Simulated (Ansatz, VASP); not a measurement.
**NiSb in VASP and in Ansatz**

Contents of INCAR:

```
SYSTEM = NiSb
  ALGO = Normal
  EDIFF = 1E-7
  ENCUT = 520
  GGA = PE
  ISIF = 2
  ISMEAR = -1
  ISPIN = 2
  LASPH = .TRUE.
  LCHARG = .FALSE.
  LMAXMIX = 4
  LORBIT = 11
  LREAL = .FALSE.
  LWAVE = .FALSE.
  MAGMOM = 0 0 0.25 0.25
  NBANDS = 27
  NELM = 150
  NUPDOWN = 0.5
  PREC = Accurate
  SIGMA = 0.05
```

The input KPOINTS:

```
k-points
0
G
  7 7 5
  0 0 0
```

The input POSCAR:

```
NiSb
1.0
    3.9280000000      0.0000000000      0.0000000000
   -1.9640000000      3.4017477861      0.0000000000
    0.0000000000      0.0000000000      5.1200000000
Sb Ni
2 2
Direct
    0.6666666667      0.3333333333      0.7500000000
    0.3333333333      0.6666666667      0.2500000000
    0.0000000000      0.0000000000      0.5000000000
    0.0000000000      0.0000000000      0.0000000000
```

input.yaml

```yaml
crystal:
  lattice:
    - [3.928, 0.0, 0.0]
    - [-1.964, 3.4017477861, 0.0]
    - [0.0, 0.0, 5.12]
  atoms:
    - { symbol: Sb, position: [0.6666666667, 0.3333333333, 0.75] }
    - { symbol: Sb, position: [0.3333333333, 0.6666666667, 0.25] }
    - { symbol: Ni, position: [0.0, 0.0, 0.5], spin: 0.25 }
    - { symbol: Ni, position: [0.0, 0.0, 0.0], spin: 0.25 }
hamiltonian:
  xc: pbe
  pseudopotentials: { kind: paw }
magnetization:
  spin_polarized: true
  initial_magnetization: 0.5
  spin_locking: { lock_magnetization: hard }
kpoints:
  mp_grid: { grid: [7, 7, 5] }
scf:
  occupations: { method: fermi_dirac, width: 0.05 }
  lower_state_search: "off"
output:
  forces: true
  stress: true
  eigenvalues: true
```

Alike in both runs: task single point; functional PBE; k mesh 7 × 7 × 5; occupations fermi-dirac, width 0.05 eV; collinear spin; fixed moment 0.5 μB.

|  | VASP | Ansatz |
| --- | --- | --- |
| version | VASP 6.6.1 | Ansatz 0.2.0 |
| potentials or method | VASP PAW PBE potentials, release 64 (Sb, Ni) | Ansatz PAW |
| plane-wave cutoff (eV) | 520 | 420 |
| valence electrons in the cell | 30 | 66 |

Ansatz gave:

* pressure (GPa): 4.2
* traceless stress, the component that is largest in VASP (GPa): -1.11
* net moment per atom (μB): 0.13
* size of the moment on the site where the two differ most (μB): 0.03

Problem. Which values does VASP return?

Solution. Pressure (GPa): 4.0; traceless stress, the component that is largest in VASP (GPa): -0.99; net moment per atom (μB): 0.13; size of the moment on the site where the two differ most (μB): 0.04.

Site moments also hang on the region over which each program counts them. VASP's potentials hold 30 valence electrons a cell and Ansatz's 66, so a difference there can come from the potentials and not from the codes.

Neither program's run includes spin-orbit coupling.
